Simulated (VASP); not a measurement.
**Al: single point with PBEsol**

The system is Al, a slab with vacuum.

```
Al
1.0
     5.67885    0.00000    0.00000
    -2.83943    4.91803    0.00000
     0.00000    0.00000   21.95515
Al
16
Direct
  0.33333 0.16667 0.34161
  0.33333 0.66667 0.34161
  0.83333 0.16667 0.34161
  0.83333 0.66667 0.34161
  0.66667 0.33333 0.44720
  0.66667 0.83333 0.44720
  0.16667 0.33333 0.44720
  0.16667 0.83333 0.44720
  0.00001 0.49984 0.55157
  0.00019 0.99996 0.55156
  0.50016 0.49998 0.55157
  0.50013 0.99990 0.55156
  0.33326 0.66643 0.65748
  0.33349 0.16659 0.65746
  0.83341 0.66660 0.65747
  0.83341 0.16651 0.65745
```

| Quantity | Value |
| --- | --- |
| Program | VASP 6.6.1 |
| Task | single point |
| Functional | PBEsol |
| Potentials or basis | VASP PAW PBE potentials, release 64 (Al) |
| Cutoff | 520 eV |
| k mesh | 6 × 6 × 1 |
| Occupations | gaussian, width 0.1 eV |
| Spin | no spin polarisation |

```yaml
Largest_force: 0.023 eV/Å
Band_gap_on_the_k_mesh: zero (bands 24 and 25 overlap by 1.11 eV)
```

Forces in eV/Å, atoms in the order of the input:
```
Al   0.000  0.000 -0.019
Al   0.000  0.000 -0.019
Al   0.000  0.000 -0.019
Al   0.000  0.000 -0.019
Al   0.001  0.000  0.022
Al   0.001  0.000  0.022
Al   0.001  0.000  0.023
Al   0.001 -0.001  0.023
Al   0.001  0.003 -0.008
Al  -0.002  0.000 -0.009
Al  -0.002  0.000 -0.008
Al  -0.002 -0.001 -0.008
Al   0.002  0.002  0.004
Al   0.000 -0.001  0.005
Al   0.000  0.000  0.005
Al  -0.001 -0.001  0.006
```

Levels at points of the mesh, in eV from the Fermi level:
```
           k point  band 19  band 20  band 21  band 22  band 23  band 24  band 25  band 26  band 27  band 28
(0.00, 0.00, 0.00)    -2.56    -2.56    -1.94    -1.94    -1.94    -0.51    -0.03    -0.03    -0.03     0.13
(0.50, 0.00, 0.00)    -0.74    -0.74    -0.51    -0.51     0.34     0.34     0.59     0.59     0.82     0.82
(0.00, 0.50, 0.00)    -0.74    -0.74    -0.51    -0.51     0.34     0.34     0.59     0.59     0.82     0.82
(0.50, 0.50, 0.00)    -0.75    -0.74    -0.51    -0.51     0.34     0.34     0.59     0.59     0.82     0.82
```

Run time: 27 min on 1 thread of Intel Xeon 8259CL (shared host), peak memory 0.74 GiB.

Caveat: the PAW data sets were made with another functional, which shifts forces and pressure a little.
